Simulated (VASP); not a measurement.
A run of VASP 6.6.1:

Contents of INCAR:

```
SYSTEM = Mg
PREC = Accurate ; ENCUT = 520
EDIFF = 1E-6 ; ISMEAR = -1
SIGMA = 0.03 ; LREAL = .False.
LASPH = .True. ; NELM = 60
ALGO = Normal ; ISIF = 2
LWAVE = .False. ; LCHARG = .False.
GGA = PE ; NBANDS = 7
```

The input KPOINTS:

```
Automatic mesh
0
Gamma
  16 16 16
  0 0 0
```

Contents of POSCAR:

```
Mg
1.0
    0.0000000000      2.2442560000      2.2666985600
    2.2442560000      0.0000000000      2.2666985600
    2.2442560000      2.2442560000      0.0000000000
Mg
1
Direct
    0.0000000000      0.0000000000      0.0000000000
```

Potentials or basis: VASP PAW PBE potentials, release 64 (Mg).

Launch:

```bash
$ cat potpaw_PBE.64/Mg/POTCAR > POTCAR
$ mpirun -np 1 vasp_std > vasp.out
```

Hardware: 1 thread of Intel Xeon 8259CL, on a shared host.

Question: How long does it take, and how much memory?

Answer: It took 40 s on 1 thread of Intel Xeon 8259CL, on a shared host, peak memory 0.18 GiB. Counts: scf iterations 9, k points 349.
